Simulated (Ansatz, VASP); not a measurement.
# One calculation of HfC, two programs

INCAR

```
  PREC = Accurate
  ENCUT = 600
  EDIFF = 1E-6
  ISMEAR = -1
  SIGMA = 0.1
  LREAL = F
  LASPH = T
  NELM = 120
  ALGO = Normal
  ISIF = 2
  LWAVE = F
  LCHARG = F
  GGA = PS
  NBANDS = 22
  GGA_COMPAT = F
```

Contents of KPOINTS:

```
Automatic mesh
0
Gamma
  3 3 2
```

The input POSCAR:

```
HfC
1.0
    3.3428660000      0.0000000000      0.0000000000
   -1.6714330000      2.8950068774      0.0000000000
    0.0000000000      0.0000000000      5.2027140000
Hf C
2 2
Direct
    0.6666666667      0.3333333333      0.7500000000
    0.3333333333      0.6666666667      0.2500000000
    0.0000000000      0.0000000000      0.0000000000
    0.0000000000      0.0000000000      0.5000000000
```

Input for Ansatz:

```yaml
crystal:
  lattice:
    a: 3.342866
    b: 3.342866
    c: 5.202714
    alpha: 90.0
    beta: 90.0
    gamma: 120.0
  space_group: 194
  atoms:
    - { symbol: Hf, position: [0.6666666666666666, 0.3333333333333333, 0.75] }
    - { symbol: C, position: [0.0, 0.0, 0.0] }
basis:
  ecutwfc: 517.016338673772
kpoints:
  mp_grid:
    grid: [3, 3, 2]
hamiltonian:
  xc: pbesol
scf:
  occupations:
    method: fermi_dirac
    width: 0.1
output:
  forces: true
  stress: true
```

Alike in both runs: task single point; functional PBEsol; k mesh 3 × 3 × 2; occupations fermi-dirac, width 0.1 eV; no spin polarisation.

|  | VASP | Ansatz |
| --- | --- | --- |
| version | VASP 6.6.1 | Ansatz 0.2.0 |
| potentials or method | VASP PAW PBE potentials, release 64 (Hf_pv, C), cutoff 600 eV | plane waves, PAW |
| valence electrons in the cell | 28 | 60 |

Ansatz gave:

* pressure (GPa): -7.3
* traceless stress, the component that is largest in VASP (GPa): 4.46

Problem. Which values does VASP return?

Solution. Pressure (GPa): -7.8; traceless stress, the component that is largest in VASP (GPa): 4.29.

VASP's potentials were made for PBE, not for PBEsol. VASP's potentials hold 28 valence electrons a cell and Ansatz's 60, so a difference there can come from the potentials and not from the codes.

The k mesh is coarse, so the values compare programs but aren't converged. Neither program's run includes spin-orbit coupling.
